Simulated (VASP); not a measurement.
Write the native input for VASP 6.6.1 that does the following.

| Quantity | Value |
| --- | --- |
| Task | single point |
| Functional | PBEsol |
| Potentials or basis | VASP PAW PBE potentials, release 64 (Ti_sv, Si) |
| Cutoff | 520 eV |
| k mesh | 8 × 8 × 8 |
| Occupations | fermi-dirac, width 0.08 eV |
| Spin | no spin polarisation |
| Dipole correction | no |
| Further INCAR settings | ALGO = Normal; EDIFF = 1e-06; NBANDS = 29 |

The structure of TiSi2 lies in POSCAR:

```
TiSi2
1.0
    0.0000000000      4.1452723180      4.2897226768
    2.4023050964      0.0000000000      4.2897226768
    2.4023050964      4.1452723180      0.0000000000
Ti Si
2 4
Direct
    0.7500000000      0.7500000000      0.7500000000
    0.5000000000      0.5000000000      0.5000000000
    0.0830000000      0.4170000000      0.0830000000
    0.4170000000      0.0830000000      0.4170000000
    0.1670000000      0.8330000000      0.1670000000
    0.8330000000      0.1670000000      0.8330000000
```

The input as run:

INCAR

```
  PREC = Accurate
  ENCUT = 520
  EDIFF = 1E-6
  ISMEAR = -1
  SIGMA = 0.08
  LREAL = False
  LASPH = True
  NELM = 100
  ALGO = Normal
  ISIF = 2
  LWAVE = False
  LCHARG = True
  GGA = PS
  LELF = True
  LVHAR = True
  NBANDS = 29
```

KPOINTS

```
regular mesh
0
Gamma
  8 8 8
```

Potentials or basis: VASP PAW PBE potentials, release 64 (Ti_sv, Si).

Command:

```sh
$ cat potpaw_PBE.64/Ti_sv/POTCAR potpaw_PBE.64/Si/POTCAR > POTCAR
$ mpirun -np 1 vasp_std > vasp.out
```

Results of the run:

```
Pressure               : -4.4 GPa
Largest force          : 0.168 eV/Å
Band gap on the k mesh : zero (bands 20 and 21 overlap by 1.81 eV)
```

Caveat: the cell stands under tension; the PAW data sets were made with another functional, which shifts forces and pressure a little.

Run time: 7.1 min on 1 thread of Intel Xeon 8259CL, on a shared host, peak memory 0.37 GiB.
